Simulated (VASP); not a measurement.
Input of a VASP 6.6.1 run:

File POSCAR:

```
AlN
1.0
    0.0000000000      2.1839935600      2.1839935600
    2.1839935600      0.0000000000      2.1839935600
    2.1839935600      2.1839935600      0.0000000000
Al N
1 1
Direct
    0.0000000000      0.0000000000      0.0000000000
    0.7500000000      0.7500000000      0.7500000000
```

INCAR.step1

```
SYSTEM = AlN
PREC     = Accurate       ! precision mode
ENCUT    = 500            ! plane-wave cutoff, eV
EDIFF    = 1E-8           ! SCF threshold, eV
ISMEAR   = 0              ! smearing method
SIGMA    = 0.01           ! smearing width, eV
LREAL    = .FALSE.        ! projectors in reciprocal space
LASPH    = .TRUE.         ! aspherical terms in the spheres
NELM     = 80             ! most SCF steps
ALGO     = Normal         ! electronic algorithm
LWAVE    = .TRUE.         ! write WAVECAR
LCHARG   = .FALSE.        ! write CHGCAR
GGA      = PE             ! functional
```

INCAR.step2

```
SYSTEM = AlN
PREC     = Accurate       ! precision mode
ENCUT    = 500            ! plane-wave cutoff, eV
EDIFF    = 1E-8           ! SCF threshold, eV
ISMEAR   = 0              ! smearing method
SIGMA    = 0.01           ! smearing width, eV
LREAL    = .FALSE.        ! projectors in reciprocal space
LASPH    = .TRUE.         ! aspherical terms in the spheres
NELM     = 1              ! most SCF steps
ALGO     = Exact          ! electronic algorithm
LWAVE    = .TRUE.         ! write WAVECAR
LCHARG   = .FALSE.        ! write CHGCAR
GGA      = PE             ! functional
NBANDS   = 64             ! bands
LOPTICS  = .TRUE.         ! frequency-dependent dielectric function
ISTART   = 1
```

INCAR.step3

```
SYSTEM = AlN
PREC     = Accurate       ! precision mode
ENCUT    = 500            ! plane-wave cutoff, eV
EDIFF    = 1E-8           ! SCF threshold, eV
ISMEAR   = 0              ! smearing method
SIGMA    = 0.01           ! smearing width, eV
LREAL    = .FALSE.        ! projectors in reciprocal space
LASPH    = .TRUE.         ! aspherical terms in the spheres
ALGO     = EVGW0          ! electronic algorithm
LWAVE    = .FALSE.        ! write WAVECAR
LCHARG   = .FALSE.        ! write CHGCAR
GGA      = PE             ! functional
NELMGW   = 1            
NBANDS   = 64             ! bands
ENCUTGW  = 80.0           ! cutoff of the response function
NOMEGA   = 48             ! frequency points
PRECFOCK = Fast         
ISTART   = 1            
NBANDSGW = 12
```

File KPOINTS:

```
Automatic mesh
0
G
  4 4 4
  0 0 0
```

Potentials or basis: VASP PAW PBE potentials, release 64 (Al_GW, N_GW).

Launch:

```bash
$ cat potpaw_PBE.64/Al_GW/POTCAR potpaw_PBE.64/N_GW/POTCAR > POTCAR
$ cp INCAR.step1 INCAR
$ mpirun -np 1 vasp_std > vasp.out
$ cp INCAR.step2 INCAR
$ mpirun -np 1 vasp_std > vasp.out
$ cp INCAR.step3 INCAR
$ mpirun -np 1 vasp_std > vasp.out
```

(1) Predict the quasiparticle gap.

(2) Predict the least direct quasiparticle gap.

(3) Estimate the band gap on the k mesh, mean-field level.

Answers

(1) 4.31 eV.

(2) 5.52 eV.

(3) 3.29 eV, indirect (least direct gap 4.18 eV).

Caveat: the k points lie up to 0.62 Å⁻¹ apart; bands, screening cutoff and mesh are small and nothing is extrapolated, so the quasiparticle values aren't converged.
